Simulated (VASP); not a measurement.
Here is a VASP 6.6.1 calculation.

INCAR

```
SYSTEM = Bi2Te3
ALGO = Normal ; EDIFF = 1E-6
ENCUT = 520 ; GGA = PE
ISIF = 2 ; ISMEAR = -1
LASPH = .True. ; LCHARG = .False.
LREAL = .False. ; LWAVE = .False.
NBANDS = 32 ; NELM = 100
PREC = Accurate ; SIGMA = 0.05
```

KPOINTS

```
k-points
0
Gamma
  3 3 3
  0 0 0
```

The input POSCAR:

```
Bi2Te3
1.0
    2.1930000000      1.2661291403     10.1656666667
   -2.1930000000      1.2661291403     10.1656666667
    0.0000000000     -2.5322582807     10.1656666667
Bi Te
2 3
Direct
    0.6000000000      0.6000000000      0.6000000000
    0.4000000000      0.4000000000      0.4000000000
    0.7905000000      0.7905000000      0.7905000000
    0.2095000000      0.2095000000      0.2095000000
    0.0000000000      0.0000000000      0.0000000000
```

Potentials or basis: VASP PAW PBE potentials, release 64 (Bi_d, Te).

Run with:

```sh
$ cat potpaw_PBE.64/Bi_d/POTCAR potpaw_PBE.64/Te/POTCAR > POTCAR
$ mpirun -np 1 vasp_std > vasp.out
```

(1) Estimate the band gap on the k mesh.

(2) Estimate the largest force.

(3) Predict the pressure.

## Answers

(1) 0.30 eV.

(2) 0.145 eV/Å.

(3) 2.0 GPa.

Caveat: the k points lie up to 0.56 Å⁻¹ apart; spin-orbit coupling is left out, which moves the levels of the heavy elements; an odd mesh through Γ misses points on the zone boundary, where band edges can lie.
